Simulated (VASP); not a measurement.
Write the native input for VASP 6.6.1 that does the following.

```
Task                   : single point
Functional             : r2SCAN
Potentials or basis    : VASP PAW PBE potentials, release 64 (Mg)
Cutoff                 : 520 eV
k mesh                 : 11 × 11 × 11
Occupations            : gaussian, width 0.01 eV
Spin                   : no spin polarisation
Dipole correction      : no
Further INCAR settings : ALGO = Normal; EDIFF = 1e-07; NBANDS = 7
```

The system is Mg.

```xyz
1
Lattice="-1.7985 1.7985 1.6451 1.7985 -1.7985 1.6451 1.7985 1.7985 -1.6451" Properties=species:S:1:pos:R:3 pbc="T T T"
Mg    0.0000    0.0000    0.0000
```

The input as run:

POSCAR

```
Mg
1.0
   -1.7985118965      1.7985118965      1.6451208489
    1.7985118965     -1.7985118965      1.6451208489
    1.7985118965      1.7985118965     -1.6451208489
Mg
1
Direct
    0.0000000000      0.0000000000      0.0000000000
```

INCAR.step1

```
SYSTEM = Mg
ALGO     = Normal         ! electronic algorithm
EDIFF    = 1E-4           ! SCF threshold, eV
ENCUT    = 520            ! plane-wave cutoff, eV
GGA      = PE             ! functional
ISMEAR   = 0              ! smearing method
LASPH    = .True.         ! aspherical terms in the spheres
LCHARG   = .False.        ! write CHGCAR
LREAL    = .False.        ! projectors in reciprocal space
LWAVE    = .True.         ! write WAVECAR
NBANDS   = 7              ! bands
NELM     = 100            ! most SCF steps
PREC     = Accurate       ! precision mode
SIGMA    = 0.01           ! smearing width, eV
```

INCAR.step2

```
SYSTEM = Mg
ALGO     = Normal         ! electronic algorithm
EDIFF    = 1E-7           ! SCF threshold, eV
ENCUT    = 520            ! plane-wave cutoff, eV
ISIF     = 2              ! what is computed and relaxed
ISMEAR   = 0              ! smearing method
ISTART   = 1            
LASPH    = .True.         ! aspherical terms in the spheres
LCHARG   = .True.         ! write CHGCAR
LELF     = .True.         ! ELF
LMIXTAU  = .True.       
LREAL    = .False.        ! projectors in reciprocal space
LVHAR    = .True.       
LWAVE    = .False.        ! write WAVECAR
METAGGA  = R2SCAN         ! meta-GGA
NBANDS   = 7              ! bands
NELM     = 100            ! most SCF steps
PREC     = Accurate       ! precision mode
SIGMA    = 0.01           ! smearing width, eV
```

KPOINTS

```
k-points
0
Gamma
  11 11 11
  0 0 0
```

Potentials or basis: VASP PAW PBE potentials, release 64 (Mg).

The run is started by

```bash
$ cat potpaw_PBE.64/Mg/POTCAR > POTCAR
$ cp INCAR.step1 INCAR
$ mpirun -np 1 vasp_std > vasp.out
$ cp INCAR.step2 INCAR
$ mpirun -np 1 vasp_std > vasp.out
```

Results of the run:

```
Pressure               : 2.3 GPa
Band gap on the k mesh : zero (bands 1 and 2 overlap by 4.48 eV)
```

Caveat: the PAW data sets were made with another functional, which shifts forces and pressure a little.

Wall time 100 s on 1 thread of AMD EPYC 7R13, on a shared host, peak memory 0.12 GiB.
